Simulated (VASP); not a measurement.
# Hf3ZrS8 (C2/m) in VASP: further runs, part 2 of 2

VASP 6.6.1. The steps go on from the part before.

**3. Single point, PBE**

This run uses another cell than the first one, of 25.51 Å³/atom, 1.156 times its volume.

Contents of INCAR:

```
PREC = Accurate
ENCUT = 520
EDIFF = 1E-6
ISMEAR = 0
SIGMA = 0.1
LREAL = F
LASPH = T
NELM = 80
ALGO = Normal
ISIF = 2
LWAVE = F
LCHARG = F
GGA = PE
NBANDS = 57
```

Contents of KPOINTS:

```
regular mesh
0
Gamma
  4 4 4
```

Contents of POSCAR:

```
Hf3ZrS8
1.0
    6.6063709791     -3.6573633602      0.0000551983
    6.6063709791      3.6573633602      0.0000551983
   -6.6063135154      0.0000000000      6.3346772466
Zr Hf S
1 3 8
Direct
    0.0000000000      0.0000000000      0.0000000000
    0.5000000000      0.5000000000      0.0000000000
    0.5000000000      0.0000000000      0.5000000000
    0.0000000000      0.5000000000      0.5000000000
    0.4428321588      0.4428321588      0.6666664559
    0.9419664916      0.9419664916      0.6644364398
    0.9419749415      0.4453195036      0.1677735207
    0.4453195036      0.9419749415      0.1677735207
    0.0580250585      0.5546804964      0.8322264793
    0.5546804964      0.0580250585      0.8322264793
    0.5571678412      0.5571678412      0.3333335441
    0.0580335084      0.0580335084      0.3355635602
```

Potentials or basis: VASP PAW PBE potentials, release 64 (Zr_sv, Hf_pv, S).

On the command line:

```
cat potpaw_PBE.64/Zr_sv/POTCAR potpaw_PBE.64/Hf_pv/POTCAR potpaw_PBE.64/S/POTCAR > POTCAR
mpirun -np 1 vasp_std > vasp.out
```

OUTCAR:

```text
PREC = Accurate
   ENCUT = 520
   EDIFF = 1E-6
   ISMEAR = 0
   LREAL = F
   LASPH = T
   NELM = 80
   ISIF = 2
   GGA = PE

 ion  position               nearest neighbor table
   1  0.000  0.000  0.000-   6 2.57  12 2.57   8 2.57   9 2.57  10 2.57   7 2.57   3 3.66   4 3.66
                             4 3.66   3 3.66   2 3.66   2 3.66
   2  0.500  0.500  0.000-   7 2.56   8 2.56   9 2.56  10 2.56   5 2.56  11 2.56   3 3.66   4 3.66
                             3 3.66   4 3.66   1 3.66   1 3.66
   3  0.500  0.000  0.500-   6 2.56  12 2.56  10 2.56   8 2.56  11 2.56   5 2.56   1 3.66   2 3.66
                             2 3.66   1 3.66   4 3.66   4 3.66
   4  0.000  0.500  0.500-   6 2.56  12 2.56   9 2.56   7 2.56  11 2.56   5 2.56   1 3.66   2 3.66
                             1 3.66   2 3.66   3 3.66   3 3.66
   5  0.443  0.443  0.667-   2 2.56   3 2.56   4 2.56
   6  0.942  0.942  0.664-   3 2.56   4 2.56   1 2.57
   7  0.942  0.445  0.168-   2 2.56   4 2.56   1 2.57
   8  0.445  0.942  0.168-   2 2.56   3 2.56   1 2.57
   9  0.058  0.555  0.832-   2 2.56   4 2.56   1 2.57
  10  0.555  0.058  0.832-   2 2.56   3 2.56   1 2.57
  11  0.557  0.557  0.333-   2 2.56   3 2.56   4 2.56
  12  0.058  0.058  0.336-   3 2.56   4 2.56   1 2.57

  Warning from LATTYP: Got some problem with cell dimensions!
  Tried to take original basis but could not verify dimensions!
  LATTYP: Found a base centered monoclinic cell.
 ALAT       =    12.6694648903
 B/A-ratio  =     0.5773508813
 C/A-ratio  =     0.7224202484
 COS(beta)  =    -0.6921053420

  Lattice vectors:

 A1 = (  -0.0000574637,   3.6573633602,  -6.3347324449)
 A2 = (  -0.0000574637,  -3.6573633602,  -6.3347324449)
 A3 = (  -6.6063135154,   0.0000000000,   6.3346772466)

Analysis of symmetry for initial positions (statically):
=====================================================================
 Subroutine PRICEL returns:
 Original cell was already a primitive cell.

 Routine SETGRP: Setting up the symmetry group for a
 base centered monoclinic supercell.

 Subroutine GETGRP returns: Found  4 space group operations
 (whereof  4 operations were pure point group operations)
 out of a pool of  4 trial point group operations.

The static configuration has the point symmetry C_2h.

Analysis of symmetry for dynamics (positions and initial velocities):
=====================================================================
 Subroutine PRICEL returns:
 Original cell was already a primitive cell.

 Routine SETGRP: Setting up the symmetry group for a
 base centered monoclinic supercell.

 Subroutine GETGRP returns: Found  4 space group operations
 (whereof  4 operations were pure point group operations)
 out of a pool of  4 trial point group operations.

The dynamic configuration has the point symmetry C_2h.

 Subroutine INISYM returns: Found  4 space group operations
 (whereof  4 operations are pure point group operations),
 and found     1 'primitive' translations

----------------------------------------------------------------------------------------

                                     Primitive cell

  volume of cell :     306.1183

  direct lattice vectors                    reciprocal lattice vectors
     6.606370979 -3.657363360  0.000055198     0.075683858 -0.136710507  0.078929245
     6.606370979  3.657363360  0.000055198     0.075683858  0.136710507  0.078929245
[... 91 lines left out ...]
   ions per type =               1   3   8
   NGX,Y,Z   is equivalent  to a cutoff of  12.33, 12.33, 12.71 a.u.
   NGXF,Y,Z  is equivalent  to a cutoff of  24.66, 24.66, 25.43 a.u.
 SYSTEM =  unknown system
   PREC   = accura    normal or accurate (medium, high low for compatibility)
   ISTART =      0    job   : 0-new  1-cont  2-samecut
   ICHARG =      2    charge: 1-file 2-atom 10-const
   ISPIN  =      1    spin polarized calculation?
   LNONCOLLINEAR =      F non collinear calculations
   LSORBIT =      F    spin-orbit coupling
   LASPH  =      T    aspherical Exc in radial PAW
   ENCUT  =  520.0 eV  38.22 Ry    6.18 a.u.  14.04 14.04 17.02*2*pi/ulx,y,z
   NELM   =     80;   NELMIN=  2; NELMDL= -5     # of ELM steps
   EDIFF  = 0.1E-05   stopping-criterion for ELM
   LREAL  =      F    real-space projection
   EDIFFG = 0.1E-04   stopping-criterion for IOM
   NSW    =      0    number of steps for IOM
   IBRION =     -1    ionic relax: 0-MD 1-quasi-New 2-CG
   NFREE  =      0    steps in history (QN), initial steepest desc. (CG)
   ISIF   =      2    stress and relaxation
   ISYM   =      2    0-nonsym 1-usesym 2-fastsym
   POTIM  = 0.5000    time-step for ionic-motion
   TEBEG  =    0.0;   TEEND  =   0.0 temperature during run
   PSTRESS=    0.0 pullay stress
   NELECT =      90.0000    total number of electrons
   NUPDOWN=      -1.0000    fix difference up-down
   EMIN   =  10.00;   EMAX   =-10.00  energy-range for DOS
   EFERMI =   0.00;   METHOD = LEGACY
   ISMEAR =     0;   SIGMA  =   0.10  broadening in eV -4-tet -1-fermi 0-gaus
   EFERMI_NEDOS =   21; number of points for ismear=-14 and -15
   IALGO  =     38    algorithm
   IMIX   =      4    mixing-type and parameters
     AMIX     =   0.40;   BMIX     =  1.00
     AMIX_MAG =   1.60;   BMIX_MAG =  1.00
  volume/ion in A,a.u.               =      25.51       172.15
  Fermi-wavevector in a.u.,A,eV,Ry     =   1.088577  2.057113 16.122907  1.185000
  Thomas-Fermi vector in A             =   2.224762
   LORBIT       =      0    0 simple, 1 ext, 2 COOP (PROOUT), +10 PAW based schemes
   GGA     = PE    functional components
   LHFCALC =     F    Hartree Fock is set to
   AEXX    =    0.0000 exact exchange contribution
   IVDW    =     0    specifies the selected vdW correction
   LEPSILON=     F    determine dielectric tensor
   LRPA    =     F    only Hartree local field effects (RPA)
 non-spin polarized calculation
 Gauss-broadening in eV      SIGMA  =   0.10
  energy-cutoff  :      520.00
  volume of cell :      306.12
 maximum number of plane-waves:      8268
   NGX = 29   NGY = 29   NGZ = 35

 number of electron      89.9999999 magnetization

 Free energy of the ion-electron system (eV)
  ---------------------------------------------------
  ext. energy  EPLUGINS =         0.00000000
  ---------------------------------------------------
  free energy    TOTEN  =       -90.22280299 eV

  energy without entropy =      -90.22280299  energy(sigma->0) =      -90.22280299

 E-fermi :   2.8714     XC(G=0):  -8.8448

 val. band max:        2.3094304379   @ k =   0.0000   0.0000   0.0000
 cond. band min:       3.4753685910   @ k =   0.0000   0.0000   0.0000
 fundamental gap:      1.1659381531
 Fermi energy:         2.8714109499

 k-point     1 :       0.0000    0.0000    0.0000
  band No.  band energies     occupation
      1     -46.6357      2.00000
      2     -28.4310      2.00000
      3     -28.3789      2.00000
      4     -28.3788      2.00000
      5     -28.3552      2.00000
      6     -28.3299      2.00000
[... 1429 lines left out ...]
     56       6.4153      0.00000
     57       6.4276      0.00000

------------------------ aborting loop because EDIFF is reached ----------------------------------------

  FORCE on cell =-STRESS in cart. coord.  units (eV):
  Direction    XX          YY          ZZ          XY          YZ          ZX
  --------------------------------------------------------------------------------------
  -------------------------------------------------------------------------------------
  Total       -0.6386650     -0.6542815     -0.6537713      0.0000000      0.0000000     -0.0002844
  in kB       -3.3426765     -3.4244112     -3.4217406      0.0000000      0.0000000     -0.0014887
  external PRESSURE =      -3.3962761 kB  Pullay stress =       0.0000000 kB

 VOLUME and BASIS-vectors are now :
 -----------------------------------------------------------------------------
  energy-cutoff  :      520.00
  volume of cell :      306.12
      direct lattice vectors                 reciprocal lattice vectors
     6.606370979 -3.657363360  0.000055198     0.075683858 -0.136710507  0.078929245
     6.606370979  3.657363360  0.000055198     0.075683858  0.136710507  0.078929245
    -6.606313515  0.000000000  6.334677247    -0.000001319  0.000000000  0.157859864

 POSITION                                       TOTAL-FORCE (eV/Angst)
 -----------------------------------------------------------------------------------
      0.00000      0.00000      0.00000         0.000000     -0.000000      0.000000
      6.60637      0.00000      0.00006         0.000000     -0.000000      0.000000
      0.00003     -1.82868      3.16737         0.000000     -0.000000      0.000000
      0.00003      1.82868      3.16737         0.000000     -0.000000      0.000000
      1.44682      0.00000      4.22317        -0.082069     -0.000000     -0.000094
      8.05648      0.00000      4.20909        -0.060985     -0.000000     -0.034700
      8.05662     -1.81645      1.06287        -0.061908      0.030029      0.017391
      8.05662      1.81645      1.06287        -0.061908     -0.030029      0.017391
     -1.45019      1.81645      5.27192         0.061908     -0.030029     -0.017391
     -1.45019     -1.81645      5.27192         0.061908      0.030029     -0.017391
      5.15961      0.00000      2.11162         0.082069     -0.000000      0.000094
     -1.45006      0.00000      2.12569         0.060985     -0.000000      0.034700
 -----------------------------------------------------------------------------------
    total drift:                                0.000000     -0.000000      0.000000

  FREE ENERGIE OF THE ION-ELECTRON SYSTEM (eV)
  ---------------------------------------------------
  free  energy   TOTEN  =       -90.2228029887 eV

  energy  without entropy=      -90.2228029887  energy(sigma->0) =      -90.22280299
```

Wall time 9.1 min (1 thread of Intel Xeon Platinum 8488C (Sapphire Rapids), shared host); peak memory 0.72 GiB.

What came out:

```
Free energy            : -90.2228 eV
Pressure               : -0.3 GPa
Largest force          : 0.082 eV/Å
Band gap on the k mesh : 1.17 eV, direct
```

Forces in eV/Å, atoms in the order of the input:
```
Zr   0.000  0.000  0.000
Hf   0.000  0.000  0.000
Hf   0.000  0.000  0.000
Hf   0.000  0.000  0.000
S   -0.082  0.000  0.000
S   -0.061  0.000 -0.035
S   -0.062  0.030  0.017
S   -0.062 -0.030  0.017
S    0.062 -0.030 -0.017
S    0.062  0.030 -0.017
S    0.082  0.000  0.000
S    0.061  0.000  0.035
```

Levels at points of the mesh, in eV from the valence-band top:
| k point | band 43 | band 44 | band 45 | band 46 | band 47 | band 48 |
| --- | --- | --- | --- | --- | --- | --- |
| (0.00, 0.00, 0.00) | -0.36 | 0.00 | 0.00 | 1.17 | 1.19 | 1.31 |
| (0.50, 0.00, 0.00) | -0.84 | -0.40 | -0.38 | 1.52 | 1.69 | 2.38 |
| (0.50, 0.50, 0.00) | -0.86 | -0.63 | -0.61 | 1.53 | 1.69 | 2.37 |
| (0.00, 0.00, 0.50) | -0.86 | -0.38 | -0.37 | 1.59 | 1.75 | 2.38 |
| (0.50, 0.00, 0.50) | -0.89 | -0.59 | -0.57 | 1.58 | 1.75 | 2.37 |
| (0.50, 0.50, 0.50) | -0.98 | -0.03 | -0.03 | 1.18 | 1.27 | 1.33 |

Caveat: spin-orbit coupling is left out, which moves the levels of the heavy elements. Expect the measured gap to be larger: semilocal functionals such as PBE lack the derivative discontinuity.
